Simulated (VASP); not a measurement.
# Ta (P6_3/mmc) in VASP: settings compared, part 2 of 2

VASP 6.6.1. Earlier steps stand in the parts before.

### 4 Single point, PBE, non-collinear spin, zero start, spin-orbit coupling

INCAR

```
ALGO = Normal
EDIFF = 1E-6
ENCUT = 500
GGA = PE
GGA_COMPAT = False
ISIF = 2
ISMEAR = -1
LASPH = True
LCHARG = False
LMAXMIX = 4
LORBIT = 11
LORBMOM = True
LREAL = False
LSORBIT = True
LWAVE = False
MAGMOM = 0 0 0 0 0 0
NBANDS = 38
NELM = 200
PREC = Accurate
SIGMA = 0.05
```

KPOINTS

```
k-points
0
Gamma
  8 8 4
```

POSCAR

```
Ta
1.0
    2.9003720726      0.0000000000      0.0000000000
   -1.4501860363      2.5117958953      0.0000000000
    0.0000000000      0.0000000000      5.1662740000
Ta
2
Direct
    0.3333333333      0.6666666667      0.2500000000
    0.6666666667      0.3333333333      0.7500000000
```

Potentials or basis: VASP PAW PBE potentials, release 64 (Ta_sv_GW).

Started as:

```sh
$ cat potpaw_PBE.64/Ta_sv_GW/POTCAR > POTCAR
$ mpirun -np 1 vasp_ncl > vasp.out
```

OUTCAR:

```text
EDIFF = 1E-6
   ENCUT = 500
   GGA = PE
   ISIF = 2
   ISMEAR = -1
   LASPH = True
   LORBIT = 11
   LREAL = False
   LSORBIT = True
   NELM = 200
   PREC = Accurate

 ion  position               nearest neighbor table
   1  0.333  0.667  0.250-   2 3.08   2 3.08   2 3.08   2 3.08   2 3.08   2 3.08
   2  0.667  0.333  0.750-   1 3.08   1 3.08   1 3.08   1 3.08   1 3.08   1 3.08

  LATTYP: Found a hexagonal cell.
 ALAT       =     2.9003720726
 C/A-ratio  =     1.7812452577

  Lattice vectors:

 A1 = (   2.9003720726,   0.0000000000,   0.0000000000)
 A2 = (  -1.4501860363,   2.5117958953,   0.0000000000)
 A3 = (   0.0000000000,   0.0000000000,   5.1662740000)

Analysis of symmetry for initial positions (statically):
=====================================================================
 Subroutine PRICEL returns:
 Original cell was already a primitive cell.

 Routine SETGRP: Setting up the symmetry group for a
 hexagonal supercell.

 Subroutine GETGRP returns: Found 24 space group operations
 (whereof 12 operations were pure point group operations)
 out of a pool of 24 trial point group operations.

The static configuration has the point symmetry D_3d.
 The point group associated with its full space group is D_6h.

Analysis of symmetry for dynamics (positions and initial velocities):
=====================================================================
 Subroutine PRICEL returns:
 Original cell was already a primitive cell.

 Routine SETGRP: Setting up the symmetry group for a
 hexagonal supercell.

 Subroutine GETGRP returns: Found 24 space group operations
 (whereof 12 operations were pure point group operations)
 out of a pool of 24 trial point group operations.

The dynamic configuration has the point symmetry D_3d.
[... 1206 lines left out ...]
  1         0.000  -0.000  -0.000  -0.000
  2         0.000   0.000  -0.000   0.000
 ------------------------------------------------
            0.000   0.000  -0.000   0.000

 orbital moment (z)

 # of ion     p       d       f       tot
 ------------------------------------------------
  1         0.000  -0.000   0.000  -0.000
  2         0.000   0.000   0.000   0.000
 ------------------------------------------------
            0.000  -0.000   0.000  -0.000

 Spin-Orbit-Coupling matrix elements

 Ion:    1  E_soc:     -2.8837105
 l=   1
     0.0000000    -0.4562637    -0.4564315
    -0.4562637     0.0000000    -0.4562637
    -0.4564315    -0.4562637     0.0000000
 l=   2
     0.0000000    -0.0050178     0.0000000    -0.0050178    -0.0191786
    -0.0050178     0.0000000    -0.0148847    -0.0040209    -0.0050178
     0.0000000    -0.0148847     0.0000000    -0.0148847     0.0000000
    -0.0050178    -0.0040209    -0.0148847     0.0000000    -0.0050178
    -0.0191786    -0.0050178     0.0000000    -0.0050178     0.0000000
 l=   3
     0.0000000    -0.0000039     0.0000000     0.0000000     0.0000000    -0.0000039     0.0000438
    -0.0000039     0.0000000     0.0000115     0.0000000     0.0000115     0.0000025     0.0000059
     0.0000000     0.0000115     0.0000000     0.0000229     0.0000023     0.0000115     0.0000000
     0.0000000     0.0000000     0.0000229     0.0000000     0.0000229     0.0000000     0.0000000
     0.0000000     0.0000115     0.0000023     0.0000229     0.0000000     0.0000115     0.0000000
    -0.0000039     0.0000025     0.0000115     0.0000000     0.0000115     0.0000000     0.0000059
     0.0000438     0.0000059     0.0000000     0.0000000     0.0000000     0.0000059     0.0000000

 Ion:    2  E_soc:     -2.8837105
 l=   1
     0.0000000    -0.4562637    -0.4564315
    -0.4562637     0.0000000    -0.4562637
    -0.4564315    -0.4562637     0.0000000
 l=   2
     0.0000000    -0.0050178     0.0000000    -0.0050178    -0.0191786
    -0.0050178     0.0000000    -0.0148847    -0.0040209    -0.0050178
     0.0000000    -0.0148847     0.0000000    -0.0148847     0.0000000
    -0.0050178    -0.0040209    -0.0148847     0.0000000    -0.0050178
    -0.0191786    -0.0050178     0.0000000    -0.0050178     0.0000000
 l=   3
     0.0000000    -0.0000039     0.0000000     0.0000000     0.0000000    -0.0000039     0.0000438
    -0.0000039     0.0000000     0.0000115     0.0000000     0.0000115     0.0000025     0.0000059
     0.0000000     0.0000115     0.0000000     0.0000229     0.0000023     0.0000115     0.0000000
     0.0000000     0.0000000     0.0000229     0.0000000     0.0000229     0.0000000     0.0000000
     0.0000000     0.0000115     0.0000023     0.0000229     0.0000000     0.0000115     0.0000000
    -0.0000039     0.0000025     0.0000115     0.0000000     0.0000115     0.0000000     0.0000059
     0.0000438     0.0000059     0.0000000     0.0000000     0.0000000     0.0000059     0.0000000

 total charge

# of ion       s       p       d       f       tot
--------------------------------------------------
    1        3.557   6.012   2.304   0.028  11.900
    2        3.557   6.012   2.304   0.028  11.900
--------------------------------------------------
tot          7.113  12.024   4.608   0.056  23.801

 magnetization (x)

# of ion       s       p       d       f       tot
--------------------------------------------------
    1        0.000   0.000   0.000   0.000   0.000
    2        0.000   0.000  -0.000   0.000  -0.000
--------------------------------------------------
tot          0.000   0.000   0.000   0.000   0.000

 magnetization (y)

# of ion       s       p       d       f       tot
--------------------------------------------------
    1        0.000   0.000   0.000  -0.000   0.000
    2        0.000   0.000  -0.000   0.000  -0.000
--------------------------------------------------
tot          0.000   0.000   0.000   0.000   0.000

 magnetization (z)

# of ion       s       p       d       f       tot
--------------------------------------------------
    1        0.000   0.000   0.000   0.000   0.000
    2        0.000   0.000   0.000   0.000   0.000
--------------------------------------------------
tot          0.000   0.000   0.000   0.000   0.000
```

OSZICAR:

```text
N       E                     dE             d eps       ncg     rms          rms(c)
DAV:   1     0.225604533853E+03    0.22560E+03   -0.16006E+04  2368   0.132E+03
DAV:   2    -0.155210746846E+02   -0.24113E+03   -0.23340E+03  2860   0.383E+02
DAV:   3    -0.322080939121E+02   -0.16687E+02   -0.16461E+02  2990   0.876E+01
DAV:   4    -0.324835198742E+02   -0.27543E+00   -0.27477E+00  2936   0.126E+01
DAV:   5    -0.324883586451E+02   -0.48388E-02   -0.48377E-02  3056   0.141E+00    0.119E+02
DAV:   6    -0.312717832833E+02    0.12166E+01   -0.15939E+00  2496   0.904E+00    0.802E+01
DAV:   7    -0.311258968011E+02    0.14589E+00   -0.31827E+00  2484   0.119E+01    0.130E+01
DAV:   8    -0.309696641783E+02    0.15623E+00   -0.54097E-01  2472   0.542E+00    0.162E+01
DAV:   9    -0.309693176376E+02    0.34654E-03   -0.15227E-02  2806   0.778E-01    0.827E+00
DAV:  10    -0.309692816697E+02    0.35968E-04   -0.27037E-04  2728   0.127E-01    0.352E+00
DAV:  11    -0.309695223744E+02   -0.24070E-03   -0.15160E-03  2526   0.470E-01    0.393E+00
DAV:  12    -0.309695285627E+02   -0.61883E-05   -0.18320E-05  2768   0.374E-02    0.117E+00
DAV:  13    -0.309695319881E+02   -0.34254E-05   -0.95905E-07  2014   0.851E-03    0.386E-01
DAV:  14    -0.309695349536E+02   -0.29655E-05   -0.16991E-07  1530   0.446E-03    0.160E-02
DAV:  15    -0.309695364693E+02   -0.15157E-05   -0.84908E-08  1512   0.305E-03    0.725E-02
DAV:  16    -0.309695364952E+02   -0.25940E-07   -0.14898E-08  1476   0.114E-03
   1 F= -.30969536E+02 E0= -.30960992E+02  d E =-.170888E-01  mag=     0.0000     0.0000    -0.0000
```

stdout:

```text
POSCAR found type information on POSCAR Ta
 POSCAR found :  1 types and       2 ions
 scaLAPACK will be used
 LDA part: xc-table for (Slater+PW92), standard interpolation
 POSCAR, INCAR and KPOINTS ok, starting setup
 FFT: planning ... GRIDC
 FFT: planning ... GRID_SOFT
 FFT: planning ... GRID
 WAVECAR not read
 entering main loop
```

Run time: 66 s. Hardware: 1 thread of AMD EPYC 9R45 (Zen 5), shared host; peak memory 0.25 GiB.

What came out:

| Item | Value |
| --- | --- |
| Free energy | -30.9695 eV |
| Pressure | -2.2 GPa |
| Net moment | 0.00 μB per cell |
| Valence electrons inside the program's atomic spheres | Ta 11.90 |

Moments on the atoms (μB; x, y, z):
```
Ta  0.00 0.00 0.00
Ta  0.00 0.00 0.00
```

### 5 Single point, PBE0

This run uses another cell than the first one, of 18.07 Å³/atom.

POSCAR

```
Ta
1.0
    2.8611730502      0.0000000000      0.0000000000
   -1.4305865251      2.4778485461      0.0000000000
    0.0000000000      0.0000000000      5.0964509272
Ta
2
Direct
    0.3333333333      0.6666666667      0.2500000000
    0.6666666667      0.3333333333      0.7500000000
```

INCAR.step1

```
SYSTEM = Ta
ALGO = Normal ; EDIFF = 1E-5
ENCUT = 520 ; GGA = PE
ISIF = 2 ; ISMEAR = -1
LASPH = .True. ; LREAL = .False.
LWAVE = .True. ; NBANDS = 18
NELM = 100 ; PREC = Accurate
SIGMA = 0.05
```

INCAR.step2

```
SYSTEM = Ta
AEXX = 0.25 ; ALGO = Normal
EDIFF = 1E-6 ; ENCUT = 520
GGA = PE ; ISIF = 2
ISMEAR = -1 ; ISTART = 1
LASPH = .True. ; LCHARG = .True.
LELF = .True. ; LHFCALC = .True.
LREAL = .False. ; LVHAR = .True.
LWAVE = .False. ; NBANDS = 18
NELM = 100 ; PREC = Accurate
PRECFOCK = Normal ; SIGMA = 0.05
```

KPOINTS

```
k-points
0
Gamma
  6 6 4
  0 0 0
```

Potentials or basis: VASP PAW PBE potentials, release 64 (Ta_pv).

Started as:

```sh
$ cat potpaw_PBE.64/Ta_pv/POTCAR > POTCAR
$ cp INCAR.step1 INCAR
$ mpirun -np 1 vasp_std > vasp.out
$ cp INCAR.step2 INCAR
$ mpirun -np 1 vasp_std > vasp.out
```

OUTCAR:

```text
SYSTEM = Ta
   AEXX = 0.25
   EDIFF = 1E-6
   ENCUT = 520
   GGA = PE
   ISIF = 2
   ISMEAR = -1
   ISTART = 1
   LASPH = .True.
   LHFCALC = .True.
   LREAL = .False.
   NELM = 100
   PREC = Accurate
   PRECFOCK = Normal

 ion  position               nearest neighbor table
   1  0.333  0.667  0.250-   2 3.04   2 3.04   2 3.04   2 3.04   2 3.04   2 3.04
   2  0.667  0.333  0.750-   1 3.04   1 3.04   1 3.04   1 3.04   1 3.04   1 3.04

  LATTYP: Found a hexagonal cell.
 ALAT       =     2.8611730502
 C/A-ratio  =     1.7812452577

  Lattice vectors:

 A1 = (   2.8611730502,   0.0000000000,   0.0000000000)
 A2 = (  -1.4305865251,   2.4778485461,   0.0000000000)
 A3 = (   0.0000000000,   0.0000000000,   5.0964509272)

Analysis of symmetry for initial positions (statically):
=====================================================================
 Subroutine PRICEL returns:
 Original cell was already a primitive cell.

 Routine SETGRP: Setting up the symmetry group for a
 hexagonal supercell.

 Subroutine GETGRP returns: Found 24 space group operations
 (whereof 12 operations were pure point group operations)
 out of a pool of 24 trial point group operations.

[... 165 lines left out ...]

  energy without entropy =      -28.54251056  energy(sigma->0) =      -28.54379014

 E-fermi :   5.6728     XC(G=0):  -9.8854

 val. band max:        5.5524116752   @ k =   0.1667   0.0000   0.5000
 cond. band min:       6.0404032126   @ k =   0.3333   0.0000   0.2500
 fundamental gap:      0.4879915374
 Fermi energy:         5.6728153262

 k-point     1 :       0.0000    0.0000    0.0000
  band No.  band energies     occupation
      1     -31.7463      2.00000
      2     -30.6572      2.00000
      3     -30.5198      2.00000
      4     -30.5198      2.00000
      5     -30.4221      2.00000
      6     -30.4221      2.00000
[... 418 lines left out ...]
      5     -30.8197      2.00000
      6     -30.8197      2.00000
[... 10 lines left out ...]
     17      16.8325      0.00000
     18      16.8351      0.00000

------------------------ aborting loop because EDIFF is reached ----------------------------------------

  FORCE on cell =-STRESS in cart. coord.  units (eV):
  Direction    XX          YY          ZZ          XY          YZ          ZX
  --------------------------------------------------------------------------------------
  -------------------------------------------------------------------------------------
  Total        0.7104060      0.7104060      0.3258783     -0.0000000      0.0000000      0.0000000
  in kB       31.5014446     31.5014446     14.4503820     -0.0000000      0.0000000      0.0000000
  external PRESSURE =      25.8177571 kB  Pullay stress =       0.0000000 kB

 VOLUME and BASIS-vectors are now :
 -----------------------------------------------------------------------------
  energy-cutoff  :      520.00
  volume of cell :       36.13
      direct lattice vectors                 reciprocal lattice vectors
     2.861173050  0.000000000  0.000000000     0.349506997  0.201787959  0.000000000
    -1.430586525  2.477848546  0.000000000     0.000000000  0.403575917  0.000000000
     0.000000000  0.000000000  5.096450927     0.000000000  0.000000000  0.196214977

 POSITION                                       TOTAL-FORCE (eV/Angst)
 -----------------------------------------------------------------------------------
     -0.00000      1.65190      1.27411         0.000000     -0.000000     -0.000000
      1.43059      0.82595      3.82234        -0.000000      0.000000      0.000000
 -----------------------------------------------------------------------------------
    total drift:                               -0.000000     -0.000000      0.000000

  FREE ENERGIE OF THE ION-ELECTRON SYSTEM (eV)
  ---------------------------------------------------
  free  energy   TOTEN  =       -28.5450697272 eV

  energy  without entropy=      -28.5425105617  energy(sigma->0) =      -28.54379014
```

OUTCAR.step1:

```text
SYSTEM = Ta
   EDIFF = 1E-5
   ENCUT = 520
   GGA = PE
   ISIF = 2
   ISMEAR = -1
   LASPH = .True.
[... 659 lines left out ...]
     -0.00000      1.65190      1.27411         0.000000      0.000000      0.000000
      1.43059      0.82595      3.82234        -0.000000      0.000000      0.000000
 -----------------------------------------------------------------------------------
    total drift:                                0.000000     -0.000000      0.000000

  FREE ENERGIE OF THE ION-ELECTRON SYSTEM (eV)
  ---------------------------------------------------
  free  energy   TOTEN  =       -23.0053263480 eV

  energy  without entropy=      -22.9804355939  energy(sigma->0) =      -22.99288097
```

It took 17 min on 1 thread of AMD EPYC 9R45 (Zen 5), shared host; peak memory 0.14 GiB.

What came out:

- Free energy: -28.5451 eV
- Pressure: 2.6 GPa
- Band gap on the k mesh: zero (bands 11 and 12 overlap by 3.24 eV)

Caveat: the k points lie up to 0.42 Å⁻¹ apart, too coarse for converged energies and pressures of a metal; the PAW data sets were made with another functional, which shifts forces and pressure a little; spin-orbit coupling is left out, which moves the levels of the heavy elements.

### 6 The runs side by side

```tsv
level	potentials or basis	spin	cell	k mesh	cutoff (eV)	grid for exact exchange (PRECFOCK)	share of exact exchange	gap on the mesh (eV)	pressure (GPa)	moment (μB)
PBEsol	VASP PAW PBE potentials, release 64 (Ta_sv_GW)	non-collinear, zero start, SOC	a = 2.900, b = 2.900, c = 5.166 Å, angles 90.0, 90.0, 120.0°, 2 atoms	8 × 8 × 4	500	-	-	-	-8.5	0.00
PBE0	VASP PAW PBE potentials, release 64 (Ta_pv)	off	a = 2.939, b = 2.939, c = 5.234 Å, angles 90.0, 90.0, 120.0°, 2 atoms	6 × 6 × 4	520	Normal	0.25	none	-10.9	-
PBE	VASP PAW PBE potentials, release 64 (Ta_sv_GW)	non-collinear, zero start, SOC	a = 2.900, b = 2.900, c = 5.166 Å, angles 90.0, 90.0, 120.0°, 2 atoms	8 × 8 × 4	500	-	-	-	-2.2	0.00
PBE0	VASP PAW PBE potentials, release 64 (Ta_pv)	off	a = 2.861, b = 2.861, c = 5.096 Å, angles 90.0, 90.0, 120.0°, 2 atoms	6 × 6 × 4	520	Normal	0.25	none	2.6	-
```

Alike in all rows: task single point; smearing fermi-dirac 0.05 eV.

Caveats: some runs use coarse meshes; the PAW data sets were made with another functional, which shifts forces and pressure a little (at least some runs); spin-orbit coupling is left out, which moves the levels of the heavy elements (at least some runs); the cell stands under tension (at least some runs).

Absolute energies hang on the potentials; compare differences alone.

The gap in the log of VASP goes by the Fermi energy; the results here count the filled bands.